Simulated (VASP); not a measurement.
# C (Fd-3m) in VASP: notebook

The runs below take C through single point, with PBEsol.

Program: VASP 6.6.1. These are calculated values, not measurements. Logs are shortened: lines on timing, memory, paths and dates and some standing lists are left out, and cuts for length are marked.

## Step 1: The cell of the first run

The structure is cubic, space group Fd-3m (No. 227). Conventional cell: a = 3.529 Å, b = 3.529 Å, c = 3.529 Å, α = 90.00°, β = 90.00°, γ = 90.00°. C (site symmetry -43m) has 4 C at 1.53 Å within 2.0 Å.

## Step 2: Single point, PBEsol

INCAR

```
  PREC = Accurate
  ENCUT = 520
  EDIFF = 1E-6
  ISMEAR = 0
  SIGMA = 0.01
  LREAL = F
  LASPH = T
  NELM = 100
  ALGO = Normal
  ISIF = 2
  LWAVE = F
  LCHARG = F
  GGA = PS
  NBANDS = 11
```

KPOINTS

```
regular mesh
0
Gamma
  12 12 12
```

POSCAR

```
C
1.0
    1.7642951406      1.7642951406      0.0000000000
   -1.7642951406      1.7642951406      0.0000000000
    0.0000000000      1.7642951406      1.7642951406
C
2
Direct
    0.5000000000      0.5000000000      0.0000000000
    0.7500000000      0.2500000000      0.5000000000
```

Potentials or basis: VASP PAW PBE potentials, release 64 (C).

Started as:

```console
$ cat potpaw_PBE.64/C/POTCAR > POTCAR
$ mpirun -np 1 vasp_std > vasp.out
```

OUTCAR:

```text
PREC = Accurate
   ENCUT = 520
   EDIFF = 1E-6
   ISMEAR = 0
   LREAL = F
   LASPH = T
   NELM = 100
   ISIF = 2
   GGA = PS

 ion  position               nearest neighbor table
   1  0.500  0.500  0.000-   2 1.53   2 1.53   2 1.53   2 1.53
   2  0.750  0.250  0.500-   1 1.53   1 1.53   1 1.53   1 1.53

  LATTYP: Found a face centered cubic cell.
 ALAT       =     3.5285902812

  Lattice vectors:

 A1 = (   0.0000000000,   1.7642951406,   1.7642951406)
 A2 = (   1.7642951406,   0.0000000000,   1.7642951406)
 A3 = (   1.7642951406,   1.7642951406,   0.0000000000)

Analysis of symmetry for initial positions (statically):
=====================================================================
 Subroutine PRICEL returns:
 Original cell was already a primitive cell.

 Routine SETGRP: Setting up the symmetry group for a
 face centered cubic supercell.

 Subroutine GETGRP returns: Found 48 space group operations
 (whereof 24 operations were pure point group operations)
 out of a pool of 48 trial point group operations.

The static configuration has the point symmetry T_d .
 The point group associated with its full space group is O_h .

Analysis of symmetry for dynamics (positions and initial velocities):
=====================================================================
 Subroutine PRICEL returns:
 Original cell was already a primitive cell.

 Routine SETGRP: Setting up the symmetry group for a
 face centered cubic supercell.

 Subroutine GETGRP returns: Found 48 space group operations
 (whereof 24 operations were pure point group operations)
 out of a pool of 48 trial point group operations.

The dynamic configuration has the point symmetry T_d .
 The point group associated with its full space group is O_h .

 Subroutine INISYM returns: Found 48 space group operations
 (whereof 24 operations are pure point group operations),
 and found     1 'primitive' translations

----------------------------------------------------------------------------------------

                                     Primitive cell

  volume of cell :      10.9836

  direct lattice vectors                    reciprocal lattice vectors
     1.764295141  1.764295141  0.000000000     0.283399296  0.283399296 -0.283399296
    -1.764295141  1.764295141  0.000000000    -0.283399296  0.283399296 -0.283399296
     0.000000000  1.764295141  1.764295141     0.000000000  0.000000000  0.566798591

  length of vectors
     2.495090116  2.495090116  2.495090116     0.490861979  0.490861979  0.566798591

  position of ions in fractional coordinates (direct lattice)
     0.500000000  0.500000000  0.000000000
     0.750000000  0.250000000  0.500000000
[... 82 lines left out ...]
   NFREE  =      0    steps in history (QN), initial steepest desc. (CG)
   ISIF   =      2    stress and relaxation
   ISYM   =      2    0-nonsym 1-usesym 2-fastsym
   POTIM  = 0.5000    time-step for ionic-motion
   TEBEG  =    0.0;   TEEND  =   0.0 temperature during run
   PSTRESS=    0.0 pullay stress
   NELECT =       8.0000    total number of electrons
   NUPDOWN=      -1.0000    fix difference up-down
   EMIN   =  10.00;   EMAX   =-10.00  energy-range for DOS
   EFERMI =   0.00;   METHOD = LEGACY
   ISMEAR =     0;   SIGMA  =   0.01  broadening in eV -4-tet -1-fermi 0-gaus
   EFERMI_NEDOS =   21; number of points for ismear=-14 and -15
   IALGO  =     38    algorithm
   IMIX   =      4    mixing-type and parameters
     AMIX     =   0.40;   BMIX     =  1.00
     AMIX_MAG =   1.60;   BMIX_MAG =  1.00
  volume/ion in A,a.u.               =       5.49        37.06
  Fermi-wavevector in a.u.,A,eV,Ry     =   1.472958  2.783486 29.519257  2.169604
  Thomas-Fermi vector in A             =   2.587909
   LORBIT       =      0    0 simple, 1 ext, 2 COOP (PROOUT), +10 PAW based schemes
   GGA     = PS    functional components
   LHFCALC =     F    Hartree Fock is set to
   AEXX    =    0.0000 exact exchange contribution
   IVDW    =     0    specifies the selected vdW correction
   LEPSILON=     F    determine dielectric tensor
   LRPA    =     F    only Hartree local field effects (RPA)
 non-spin polarized calculation
 Gauss-broadening in eV      SIGMA  =   0.01
  energy-cutoff  :      520.00
  volume of cell :       10.98
 maximum number of plane-waves:       307
   NGX =  9   NGY =  9   NGZ =  9

 number of electron       7.9999999 magnetization

 Free energy of the ion-electron system (eV)
  ---------------------------------------------------
  ext. energy  EPLUGINS =         0.00000000
  ---------------------------------------------------
  free energy    TOTEN  =       -19.24039258 eV

  energy without entropy =      -19.24039258  energy(sigma->0) =      -19.24039258

 E-fermi :  10.3269     XC(G=0): -13.5927

 val. band max:       10.1815689690   @ k =   0.0000   0.0000   0.0000
 cond. band min:      14.2922894219   @ k =  -0.3333   0.3333   0.0000
 fundamental gap:      4.1107204530
 Fermi energy:        10.3269067094

 k-point     1 :       0.0000    0.0000    0.0000
  band No.  band energies     occupation
      1     -11.7790      2.00000
      2      10.1816      2.00000
      3      10.1816      2.00000
      4      10.1816      2.00000
      5      15.8096      0.00000
      6      15.8096      0.00000
      7      15.8096      0.00000
      8      24.2928      0.00000
      9      29.5602      0.00000
     10      37.0098      0.00000
     11      37.0098      0.00000
[... 309 lines left out ...]
 k-point    24 :      -0.4167    0.1667    0.0000
  band No.  band energies     occupation
      1      -7.4902      2.00000
      2       0.1454      2.00000
      3       5.7991      2.00000
      4       5.9720      2.00000
      5      16.8756      0.00000
      6      21.3678      0.00000
      7      21.6548      0.00000
      8      23.0067      0.00000
      9      31.4460      0.00000
     10      33.1096      0.00000
     11      37.8846      0.00000

 [... further k-points ...]
[... 5 lines left out ...]
  --------------------------------------------------------------------------------------
  -------------------------------------------------------------------------------------
  Total        0.7682197      0.7682197      0.7682197      0.0000000     -0.0000000      0.0000000
  in kB      112.0604331    112.0604331    112.0604331      0.0000000     -0.0000000      0.0000000
  external PRESSURE =     112.0604331 kB  Pullay stress =       0.0000000 kB

 VOLUME and BASIS-vectors are now :
 -----------------------------------------------------------------------------
  energy-cutoff  :      520.00
  volume of cell :       10.98
      direct lattice vectors                 reciprocal lattice vectors
     1.764295141  1.764295141  0.000000000     0.283399296  0.283399296 -0.283399296
    -1.764295141  1.764295141  0.000000000    -0.283399296  0.283399296 -0.283399296
     0.000000000  1.764295141  1.764295141     0.000000000  0.000000000  0.566798591

 POSITION                                       TOTAL-FORCE (eV/Angst)
 -----------------------------------------------------------------------------------
      0.00000      1.76430      0.00000         0.000000      0.000000      0.000000
      0.88215      2.64644      0.88215        -0.000000     -0.000000      0.000000
 -----------------------------------------------------------------------------------
    total drift:                                0.000000     -0.000000      0.000000

  FREE ENERGIE OF THE ION-ELECTRON SYSTEM (eV)
  ---------------------------------------------------
  free  energy   TOTEN  =       -19.2403925816 eV

  energy  without entropy=      -19.2403925816  energy(sigma->0) =      -19.24039258
```

stdout:

```text
POSCAR found type information on POSCAR C
 POSCAR found :  1 types and       2 ions
 scaLAPACK will be used
 -----------------------------------------------------------------------------
|                                                                             |
|                                                                             |
|     You enforced a specific xc type in the INCAR file but a different       |
|     I HOPE YOU KNOW WHAT YOU ARE DOING!                                     |
|                                                                             |
 -----------------------------------------------------------------------------

 LDA part: xc-table for (Slater+PW92), standard interpolation
 POSCAR, INCAR and KPOINTS ok, starting setup
 FFT: planning ... GRIDC
 FFT: planning ... GRID_SOFT
 FFT: planning ... GRID
 WAVECAR not read
 entering main loop
```

Wall time 12 s (1 thread of Intel Xeon 8259CL, shared host); peak memory 0.12 GiB.

Results:

* Free energy: -19.2404 eV
* Pressure: 11.2 GPa
* Band gap on the k mesh: 4.11 eV, indirect (least direct gap 5.63 eV)

Caveat: the PAW data sets were made with another functional, which shifts forces and pressure a little.

## Step 3: Single point, PBEsol

This run uses another cell than the first one, of 5.44 Å³/atom, 0.990 times its volume.

INCAR

```
SYSTEM = C
PREC     = Accurate       ! precision mode
ENCUT    = 520            ! plane-wave cutoff, eV
EDIFF    = 1E-6           ! SCF threshold, eV
ISMEAR   = 0              ! smearing method
SIGMA    = 0.01           ! smearing width, eV
LREAL    = .False.        ! projectors in reciprocal space
LASPH    = .True.         ! aspherical terms in the spheres
NELM     = 100            ! most SCF steps
ALGO     = Normal         ! electronic algorithm
ISIF     = 2              ! what is computed and relaxed
LWAVE    = .False.        ! write WAVECAR
LCHARG   = .False.        ! write CHGCAR
GGA      = PS             ! functional
NBANDS   = 11             ! bands
```

KPOINTS

```
regular mesh
0
Gamma
  12 12 12
  0 0 0
```

POSCAR

```
C
1.0
    1.7583660182      1.7583660182      0.0000000000
   -1.7583660182      1.7583660182      0.0000000000
    0.0000000000      1.7583660182      1.7583660182
C
2
Direct
    0.5000000000      0.5000000000      0.0000000000
    0.7500000000      0.2500000000      0.5000000000
```

Potentials or basis: VASP PAW PBE potentials, release 64 (C).

Started as:

```console
$ cat potpaw_PBE.64/C/POTCAR > POTCAR
$ mpirun -np 1 vasp_std > vasp.out
```

It took 11 s on 1 thread of Intel Xeon 8259CL, shared host; peak memory 0.11 GiB.

It converged, with:

```yaml
Free_energy: -19.2308 eV
Pressure: 16.3 GPa
Band_gap_on_the_k_mesh: 4.13 eV, indirect (least direct gap 5.66 eV)
```

Levels at points of the mesh, in eV from the valence-band top:
| k point | band 2 | band 3 | band 4 | band 5 | band 6 | band 7 |
| --- | --- | --- | --- | --- | --- | --- |
| (0.00, 0.00, 0.00) | 0.00 | 0.00 | 0.00 | 5.66 | 5.66 | 5.66 |
| (0.50, 0.00, 0.00) | -13.94 | -2.92 | -2.92 | 8.56 | 8.56 | 9.42 |
| (0.50, 0.50, 0.00) | -13.08 | -6.60 | -6.60 | 4.69 | 4.69 | 17.44 |

Caveat: the PAW data sets were made with another functional, which shifts forces and pressure a little. A k mesh can miss the band edges.

## Step 4: Single point, PBEsol

This run uses another cell than the first one, of 5.44 Å³/atom, 0.990 times its volume.

INCAR

```
PREC = Accurate ; ENCUT = 520
EDIFF = 1E-6 ; ISMEAR = 0
SIGMA = 0.01 ; LREAL = False
LASPH = True ; NELM = 80
ALGO = Normal ; ISIF = 2
LWAVE = False ; LCHARG = True
GGA = PS ; LELF = True
LVHAR = True ; NBANDS = 11
```

KPOINTS

```
regular mesh
0
Gamma
  12 12 12
```

POSCAR is that of step 3.

Started as:

```console
$ cat potpaw_PBE.64/C/POTCAR > POTCAR
$ mpirun -np 1 vasp_std > vasp.out
```

Wall time 11 s (1 thread of Intel Xeon 8259CL, shared host); peak memory 0.11 GiB.

It converged, with:

| Quantity | Value |
| --- | --- |
| Free energy | -19.2308 eV |
| Pressure | 16.3 GPa |
| Band gap on the k mesh | 4.13 eV, indirect (least direct gap 5.66 eV) |

Levels at points of the mesh, in eV from the valence-band top:
```tsv
k point	band 1	band 2	band 3	band 4	band 5	band 6	band 7	band 8	band 9
(0.00, 0.00, 0.00)	-22.10	0.00	0.00	0.00	5.66	5.66	5.66	14.35	19.51
(0.50, 0.00, 0.00)	-16.02	-13.94	-2.92	-2.92	8.56	8.56	9.42	15.86	22.28
(0.50, 0.50, 0.00)	-13.08	-13.08	-6.60	-6.60	4.69	4.69	17.44	17.44	23.89
```

Caveat: the PAW data sets were made with another functional, which shifts forces and pressure a little.
